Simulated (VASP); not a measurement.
Runs of VASP 6.6.1 on Mo3C. The structure is that of space group Pm-3m (No. 221), or close to it. The cells are those of the table. 

| task | cell | k mesh | cutoff (eV) | gap on the mesh (eV) | pressure (GPa) | relaxed volume (Å³/atom) |
| --- | --- | --- | --- | --- | --- | --- |
| single point | a = 3.756 Å, 4 atoms | 6 × 6 × 6 | 520 | none | 0.6 | - |
| single point | a = 3.752 Å, 4 atoms | 12 × 12 × 12 | 520 | none | 0.6 | - |
| relaxation of cell and atoms | relaxed from a = 3.756 Å, 4 atoms | 12 × 12 × 12 | 600 | none | 0.0 | 13.24 |
| single point | a = 3.698 Å, 4 atoms | 6 × 6 × 6 | 520 | none | (a) | - |
| relaxation of cell and atoms | relaxed from a = 3.698 Å, 4 atoms | 6 × 6 × 6 | 600 | none | -0.3 | 13.29 |

Alike in all rows: level PBE; potentials or basis VASP PAW PBE potentials, release 64 (Mo_sv, C); no spin polarisation; smearing gaussian 0.1 eV.

**Question.** Fill in the values left out.

**Answer.** (a) 13.0.

A k mesh can miss the band edges, and the runs leave out spin-orbit coupling on Mo.

A gap of «none» marks levels without a gap at the run's occupations.
